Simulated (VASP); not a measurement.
# SnTe (Fm-3m) in VASP: further runs

The runs below take SnTe through single point, with LDA, PBEsol.

All numbers are computed with VASP 6.6.1; they aren't measurements. Logs are shortened: lines on timing, memory, paths and dates and some standing lists are left out, and cuts for length are marked.

## Step 1: The cell of the first run

The structure is cubic, space group Fm-3m (No. 225). Conventional cell: a = 6.379 Å, b = 6.379 Å, c = 6.379 Å, α = 90.00°, β = 90.00°, γ = 90.00°. Sn (site symmetry m-3m) has 6 Te at 3.19 Å within 4.2 Å. Within 4.2 Å of Te (site symmetry m-3m) lie 6 Sn at 3.19 Å.

## Step 2: Single point, LDA

The input, INCAR:

```
SYSTEM = SnTe
  PREC = Accurate
  ENCUT = 500
  EDIFF = 1E-6
  ISMEAR = -1
  SIGMA = 0.02
  LREAL = .FALSE.
  LASPH = .TRUE.
  NELM = 120
  ALGO = Normal
  ISIF = 2
  LWAVE = .FALSE.
  LCHARG = .FALSE.
  NBANDS = 17
  GGA_COMPAT = .FALSE.
```

The input, KPOINTS:

```
regular mesh
0
G
  4 4 4
  0 0 0
```

The input, POSCAR:

```
SnTe
1.0
    0.0000000000      3.1893301411      3.1893301411
    3.1893301411      0.0000000000      3.1893301411
    3.1893301411      3.1893301411      0.0000000000
Sn Te
1 1
Direct
    0.0000000000      0.0000000000      0.0000000000
    0.5000000000      0.5000000000      0.5000000000
```

Potentials or basis: VASP PAW LDA potentials, release 64 (Sn_d, Te).

Launch:

```sh
cat potpaw_LDA.64/Sn_d/POTCAR potpaw_LDA.64/Te/POTCAR > POTCAR
mpirun -np 1 vasp_std > vasp.out
```

OUTCAR:

```text
SYSTEM = SnTe
   PREC = Accurate
   ENCUT = 500
   EDIFF = 1E-6
   ISMEAR = -1
   LREAL = .FALSE.
   LASPH = .TRUE.
   NELM = 120
   ISIF = 2

 ion  position               nearest neighbor table
   1  0.000  0.000  0.000-   2 3.19   2 3.19   2 3.19   2 3.19   2 3.19   2 3.19
   2  0.500  0.500  0.500-   1 3.19   1 3.19   1 3.19   1 3.19   1 3.19   1 3.19

  LATTYP: Found a face centered cubic cell.
 ALAT       =     6.3786602822

  Lattice vectors:

 A1 = (   0.0000000000,   3.1893301411,   3.1893301411)
 A2 = (   3.1893301411,   0.0000000000,   3.1893301411)
 A3 = (   3.1893301411,   3.1893301411,   0.0000000000)

Analysis of symmetry for initial positions (statically):
=====================================================================
 Subroutine PRICEL returns:
 Original cell was already a primitive cell.

 Routine SETGRP: Setting up the symmetry group for a
 face centered cubic supercell.

 Subroutine GETGRP returns: Found 48 space group operations
 (whereof 48 operations were pure point group operations)
 out of a pool of 48 trial point group operations.

The static configuration has the point symmetry O_h .

Analysis of symmetry for dynamics (positions and initial velocities):
=====================================================================
 Subroutine PRICEL returns:
 Original cell was already a primitive cell.

 Routine SETGRP: Setting up the symmetry group for a
 face centered cubic supercell.

 Subroutine GETGRP returns: Found 48 space group operations
 (whereof 48 operations were pure point group operations)
 out of a pool of 48 trial point group operations.

The dynamic configuration has the point symmetry O_h .

 Subroutine INISYM returns: Found 48 space group operations
 (whereof 48 operations are pure point group operations),
 and found     1 'primitive' translations

----------------------------------------------------------------------------------------

                                     Primitive cell

  volume of cell :      64.8826

  direct lattice vectors                    reciprocal lattice vectors
     0.000000000  3.189330141  3.189330141    -0.156772732  0.156772732  0.156772732
     3.189330141  0.000000000  3.189330141     0.156772732 -0.156772732  0.156772732
     3.189330141  3.189330141  0.000000000     0.156772732  0.156772732 -0.156772732

  length of vectors
     4.510393940  4.510393940  4.510393940     0.271538337  0.271538337  0.271538337

  position of ions in fractional coordinates (direct lattice)
     0.000000000  0.000000000  0.000000000
     0.500000000  0.500000000  0.500000000
[... 60 lines left out ...]
   EDIFF  = 0.1E-05   stopping-criterion for ELM
   LREAL  =      F    real-space projection
   EDIFFG = 0.1E-04   stopping-criterion for IOM
   NSW    =      0    number of steps for IOM
   IBRION =     -1    ionic relax: 0-MD 1-quasi-New 2-CG
   NFREE  =      0    steps in history (QN), initial steepest desc. (CG)
   ISIF   =      2    stress and relaxation
   ISYM   =      2    0-nonsym 1-usesym 2-fastsym
   POTIM  = 0.5000    time-step for ionic-motion
   TEBEG  =    0.0;   TEEND  =   0.0 temperature during run
   PSTRESS=    0.0 pullay stress
   NELECT =      20.0000    total number of electrons
   NUPDOWN=      -1.0000    fix difference up-down
   EMIN   =  10.00;   EMAX   =-10.00  energy-range for DOS
   EFERMI =   0.00;   METHOD = LEGACY
   ISMEAR =    -1;   SIGMA  =   0.02  broadening in eV -4-tet -1-fermi 0-gaus
   EFERMI_NEDOS =   21; number of points for ismear=-14 and -15
   IALGO  =     38    algorithm
   IMIX   =      4    mixing-type and parameters
     AMIX     =   0.40;   BMIX     =  1.00
     AMIX_MAG =   1.60;   BMIX_MAG =  1.00
  volume/ion in A,a.u.               =      32.44       218.92
  Fermi-wavevector in a.u.,A,eV,Ry     =   1.105882  2.089813 16.639577  1.222974
  Thomas-Fermi vector in A             =   2.242375
   LORBIT       =      0    0 simple, 1 ext, 2 COOP (PROOUT), +10 PAW based schemes
   GGA     = CA    functional components
   LHFCALC =     F    Hartree Fock is set to
   AEXX    =    0.0000 exact exchange contribution
   IVDW    =     0    specifies the selected vdW correction
   LEPSILON=     F    determine dielectric tensor
   LRPA    =     F    only Hartree local field effects (RPA)
 non-spin polarized calculation
  energy-cutoff  :      500.00
  volume of cell :       64.88
 maximum number of plane-waves:      1676
 NGX is ok and might be reduce to    36
   NGX = 17   NGY = 17   NGZ = 17

 number of electron      20.0000002 magnetization

 Free energy of the ion-electron system (eV)
  ---------------------------------------------------
  ext. energy  EPLUGINS =         0.00000000
  ---------------------------------------------------
  free energy    TOTEN  =        -8.78863343 eV

  energy without entropy =       -8.78521820  energy(sigma->0) =       -8.78692582

 E-fermi :   6.2473     XC(G=0):  -9.5904

 val. band max:        6.2416339181   @ k =   0.5000   0.0000   0.0000
 cond. band min:       6.2530624242   @ k =   0.5000   0.0000   0.0000
 fundamental gap:      0.0114285061
 Fermi energy:         6.2473481711

 k-point     1 :       0.0000    0.0000    0.0000
  band No.  band energies     occupation
      1     -15.5256      2.00000
      2     -15.5256      2.00000
      3     -15.5173      2.00000
      4     -15.5173      2.00000
      5     -15.5173      2.00000
      6      -6.2909      2.00000
[... 137 lines left out ...]
      4     -15.5144      2.00000
      5     -15.5079      2.00000
      6      -4.7586      2.00000
[... 9 lines left out ...]
     16      16.4721      0.00000
     17      16.9793      0.00000

------------------------ aborting loop because EDIFF is reached ----------------------------------------

  FORCE on cell =-STRESS in cart. coord.  units (eV):
  Direction    XX          YY          ZZ          XY          YZ          ZX
  --------------------------------------------------------------------------------------
  -------------------------------------------------------------------------------------
  Total       -1.3282356     -1.3282356     -1.3282356     -0.0000000      0.0000000     -0.0000000
  in kB      -32.7987482    -32.7987482    -32.7987482     -0.0000000      0.0000000     -0.0000000
  external PRESSURE =     -32.7987482 kB  Pullay stress =       0.0000000 kB

 VOLUME and BASIS-vectors are now :
 -----------------------------------------------------------------------------
  energy-cutoff  :      500.00
  volume of cell :       64.88
      direct lattice vectors                 reciprocal lattice vectors
     0.000000000  3.189330141  3.189330141    -0.156772732  0.156772732  0.156772732
     3.189330141  0.000000000  3.189330141     0.156772732 -0.156772732  0.156772732
     3.189330141  3.189330141  0.000000000     0.156772732  0.156772732 -0.156772732

 POSITION                                       TOTAL-FORCE (eV/Angst)
 -----------------------------------------------------------------------------------
      0.00000      0.00000      0.00000         0.000000     -0.000000      0.000000
      3.18933      3.18933      3.18933        -0.000000      0.000000     -0.000000
 -----------------------------------------------------------------------------------
    total drift:                               -0.000000      0.000000      0.000000

  FREE ENERGIE OF THE ION-ELECTRON SYSTEM (eV)
  ---------------------------------------------------
  free  energy   TOTEN  =        -8.7886334332 eV

  energy  without entropy=       -8.7852182011  energy(sigma->0) =       -8.78692582
```

OSZICAR:

```text
N       E                     dE             d eps       ncg     rms          rms(c)
DAV:   1     0.124692704934E+03    0.12469E+03   -0.94430E+03   272   0.129E+03
DAV:   2     0.287736379742E+01   -0.12182E+03   -0.11835E+03   280   0.329E+02
DAV:   3    -0.847555456741E+01   -0.11353E+02   -0.11291E+02   328   0.897E+01
DAV:   4    -0.884610718698E+01   -0.37055E+00   -0.37021E+00   323   0.170E+01
DAV:   5    -0.886136181341E+01   -0.15255E-01   -0.15254E-01   392   0.337E+00    0.455E+00
DAV:   6    -0.879342892572E+01    0.67933E-01   -0.15420E-01   362   0.257E+00    0.333E+00
DAV:   7    -0.878947794441E+01    0.39510E-02   -0.39923E-02   342   0.105E+00    0.112E+00
DAV:   8    -0.878864938881E+01    0.82856E-03   -0.52170E-03   341   0.535E-01    0.141E-01
DAV:   9    -0.878864854093E+01    0.84788E-06   -0.54804E-04   397   0.152E-01    0.451E-02
DAV:  10    -0.878863556913E+01    0.12972E-04   -0.39354E-05   372   0.455E-02    0.289E-02
DAV:  11    -0.878863359364E+01    0.19755E-05   -0.26619E-05   349   0.354E-02    0.166E-02
DAV:  12    -0.878863343316E+01    0.16048E-06   -0.25699E-06   308   0.122E-02
   1 F= -.87886334E+01 E0= -.87869258E+01  d E =-.341523E-02
```

stdout:

```text
POSCAR found type information on POSCAR SnTe
 POSCAR found :  2 types and       2 ions
 scaLAPACK will be used
 LDA part: xc-table for (Slater(with rela. corr.)+CA(PZ))
 , standard interpolation
 POSCAR, INCAR and KPOINTS ok, starting setup
 FFT: planning ... GRIDC
 FFT: planning ... GRID_SOFT
 FFT: planning ... GRID
 WAVECAR not read
 entering main loop
```

Wall time 21 s (1 thread of Intel Xeon 8259CL, shared host); peak memory 0.17 GiB.

Results:

```yaml
Free_energy: -8.7886 eV
Pressure: -3.3 GPa
Band_gap_on_the_k_mesh: 0.01 eV, direct
```

Caveat: the k points lie up to 0.43 Å⁻¹ apart; spin-orbit coupling is left out, which moves the levels of the heavy elements. A k mesh can miss the band edges.

## Step 3: Single point, PBEsol

The input, INCAR:

```
ALGO = Normal ; EDIFF = 1E-6
ENCUT = 500 ; GGA = PS
GGA_COMPAT = F ; ISIF = 2
ISMEAR = -1 ; LASPH = T
LCHARG = T ; LELF = T
LREAL = F ; LVHAR = T
LWAVE = F ; NBANDS = 17
NELM = 120 ; PREC = Accurate
SIGMA = 0.02
```

The input, KPOINTS:

```
k-points
0
Gamma
  6 6 6
```

POSCAR is that of step 2.

Potentials or basis: VASP PAW PBE potentials, release 64 (Sn_d, Te).

Launch:

```sh
cat potpaw_PBE.64/Sn_d/POTCAR potpaw_PBE.64/Te/POTCAR > POTCAR
mpirun -np 1 vasp_std > vasp.out
```

OUTCAR:

```text
EDIFF = 1E-6
   ENCUT = 500
   GGA = PS
   ISIF = 2
   ISMEAR = -1
   LASPH = T
   LREAL = F
   NELM = 120
   PREC = Accurate

 ion  position               nearest neighbor table
   1  0.000  0.000  0.000-   2 3.19   2 3.19   2 3.19   2 3.19   2 3.19   2 3.19
   2  0.500  0.500  0.500-   1 3.19   1 3.19   1 3.19   1 3.19   1 3.19   1 3.19

  LATTYP: Found a face centered cubic cell.
 ALAT       =     6.3786602822

  Lattice vectors:

 A1 = (   0.0000000000,   3.1893301411,   3.1893301411)
 A2 = (   3.1893301411,   0.0000000000,   3.1893301411)
 A3 = (   3.1893301411,   3.1893301411,   0.0000000000)

Analysis of symmetry for initial positions (statically):
=====================================================================
 Subroutine PRICEL returns:
 Original cell was already a primitive cell.

 Routine SETGRP: Setting up the symmetry group for a
 face centered cubic supercell.

 Subroutine GETGRP returns: Found 48 space group operations
 (whereof 48 operations were pure point group operations)
 out of a pool of 48 trial point group operations.

The static configuration has the point symmetry O_h .

Analysis of symmetry for dynamics (positions and initial velocities):
=====================================================================
 Subroutine PRICEL returns:
 Original cell was already a primitive cell.

 Routine SETGRP: Setting up the symmetry group for a
 face centered cubic supercell.

 Subroutine GETGRP returns: Found 48 space group operations
 (whereof 48 operations were pure point group operations)
 out of a pool of 48 trial point group operations.

The dynamic configuration has the point symmetry O_h .
[... 100 lines left out ...]
   PSTRESS=    0.0 pullay stress
   NELECT =      20.0000    total number of electrons
   NUPDOWN=      -1.0000    fix difference up-down
   EMIN   =  10.00;   EMAX   =-10.00  energy-range for DOS
   EFERMI =   0.00;   METHOD = LEGACY
   ISMEAR =    -1;   SIGMA  =   0.02  broadening in eV -4-tet -1-fermi 0-gaus
   EFERMI_NEDOS =   21; number of points for ismear=-14 and -15
   IALGO  =     38    algorithm
   IMIX   =      4    mixing-type and parameters
     AMIX     =   0.40;   BMIX     =  1.00
     AMIX_MAG =   1.60;   BMIX_MAG =  1.00
  volume/ion in A,a.u.               =      32.44       218.92
  Fermi-wavevector in a.u.,A,eV,Ry     =   1.105882  2.089813 16.639577  1.222974
  Thomas-Fermi vector in A             =   2.242375
   LORBIT       =      0    0 simple, 1 ext, 2 COOP (PROOUT), +10 PAW based schemes
   GGA     = PS    functional components
   LHFCALC =     F    Hartree Fock is set to
   AEXX    =    0.0000 exact exchange contribution
   IVDW    =     0    specifies the selected vdW correction
   LEPSILON=     F    determine dielectric tensor
   LRPA    =     F    only Hartree local field effects (RPA)
 non-spin polarized calculation
  energy-cutoff  :      500.00
  volume of cell :       64.88
 maximum number of plane-waves:      1676
 NGX is ok and might be reduce to    36
   NGX = 17   NGY = 17   NGZ = 17

 number of electron      20.0000002 magnetization

 Free energy of the ion-electron system (eV)
  ---------------------------------------------------
  ext. energy  EPLUGINS =         0.00000000
  ---------------------------------------------------
  free energy    TOTEN  =        -8.32428302 eV

  energy without entropy =       -8.32340105  energy(sigma->0) =       -8.32384204

 E-fermi :   6.3427     XC(G=0):  -9.4957

 val. band max:        6.3240793760   @ k =   0.5000   0.0000   0.0000
 cond. band min:       6.3613573657   @ k =   0.5000   0.0000   0.0000
 fundamental gap:      0.0372779897
 Fermi energy:         6.3427183708

 k-point     1 :       0.0000    0.0000    0.0000
  band No.  band energies     occupation
      1     -15.4257      2.00000
      2     -15.4257      2.00000
      3     -15.4205      2.00000
      4     -15.4205      2.00000
      5     -15.4205      2.00000
      6      -6.2028      2.00000
[... 297 lines left out ...]
      4     -15.4143      2.00000
      5     -15.4110      2.00000
      6      -4.6773      2.00000
[... 9 lines left out ...]
     16      16.2789      0.00000
     17      17.5050      0.00000

------------------------ aborting loop because EDIFF is reached ----------------------------------------

  FORCE on cell =-STRESS in cart. coord.  units (eV):
  Direction    XX          YY          ZZ          XY          YZ          ZX
  --------------------------------------------------------------------------------------
  -------------------------------------------------------------------------------------
  Total       -0.7687320     -0.7687320     -0.7687320      0.0000000     -0.0000000      0.0000000
  in kB      -18.9826616    -18.9826616    -18.9826616      0.0000000     -0.0000000      0.0000000
  external PRESSURE =     -18.9826616 kB  Pullay stress =       0.0000000 kB

 VOLUME and BASIS-vectors are now :
 -----------------------------------------------------------------------------
  energy-cutoff  :      500.00
  volume of cell :       64.88
      direct lattice vectors                 reciprocal lattice vectors
     0.000000000  3.189330141  3.189330141    -0.156772732  0.156772732  0.156772732
     3.189330141  0.000000000  3.189330141     0.156772732 -0.156772732  0.156772732
     3.189330141  3.189330141  0.000000000     0.156772732  0.156772732 -0.156772732

 POSITION                                       TOTAL-FORCE (eV/Angst)
 -----------------------------------------------------------------------------------
      0.00000      0.00000      0.00000         0.000000     -0.000000     -0.000000
      3.18933      3.18933      3.18933        -0.000000      0.000000      0.000000
 -----------------------------------------------------------------------------------
    total drift:                               -0.000000      0.000000      0.000000

  FREE ENERGIE OF THE ION-ELECTRON SYSTEM (eV)
  ---------------------------------------------------
  free  energy   TOTEN  =        -8.3242830187 eV

  energy  without entropy=       -8.3234010538  energy(sigma->0) =       -8.32384204
```

stdout:

```text
POSCAR found type information on POSCAR SnTe
 POSCAR found :  2 types and       2 ions
 scaLAPACK will be used
 -----------------------------------------------------------------------------
|                                                                             |
|                                                                             |
|     You enforced a specific xc type in the INCAR file but a different       |
|     I HOPE YOU KNOW WHAT YOU ARE DOING!                                     |
|                                                                             |
 -----------------------------------------------------------------------------

 LDA part: xc-table for (Slater+PW92), standard interpolation
 POSCAR, INCAR and KPOINTS ok, starting setup
 FFT: planning ... GRIDC
 FFT: planning ... GRID_SOFT
 FFT: planning ... GRID
 WAVECAR not read
 entering main loop
```

Wall time 40 s (1 thread of Intel Xeon 8259CL, shared host); peak memory 0.2 GiB.

Results:

- Free energy: -8.3243 eV
- Pressure: -1.9 GPa
- Band gap on the k mesh: 0.04 eV, direct

Caveat: the PAW data sets were made with another functional, which shifts forces and pressure a little; spin-orbit coupling is left out, which moves the levels of the heavy elements. A k mesh can miss the band edges.
